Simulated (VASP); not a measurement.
Here is a VASP 6.6.1 calculation.

Contents of INCAR:

```
PREC = Accurate ; ENCUT = 520
EDIFF = 1E-7 ; ISMEAR = 0
SIGMA = 0.15 ; LREAL = False
LASPH = True ; NELM = 100
ALGO = Normal ; ISIF = 2
LWAVE = False ; LCHARG = False
GGA = PE ; NBANDS = 16
```

File KPOINTS:

```
Automatic mesh
0
Gamma
  21 21 6
```

The input POSCAR:

```
C
1.0
    1.2958395554     -2.2444030662      0.0000000000
    1.2958395554      2.2444030662      0.0000000000
    0.0000000000      0.0000000000      9.1487159946
C
4
Direct
    0.0833329406      0.9166670594      0.7503043452
    0.5833329406      0.4166670594      0.2496956548
    0.9166670594      0.0833329406      0.2496956548
    0.4166670594      0.5833329406      0.7503043452
```

Potentials or basis: VASP PAW PBE potentials, release 64 (C).

The run is started by

```console
$ cat potpaw_PBE.64/C/POTCAR > POTCAR
$ mpirun -np 1 vasp_std > vasp.out
```

What does it give for the pressure?

-23.8 GPa.

Predict the band gap on the k mesh.

zero (filled and empty bands touch).

Stress tensor (GPa, compression positive):
```
-35.72   0.00   0.00
  0.00 -35.71   0.00
  0.00   0.00  -0.08
```

Caveat: the stress differs along the axes, from -36 to -0 GPa; this functional lacks dispersion, which binds layers or chains, so the pressure and a relaxed spacing across them are unreliable.
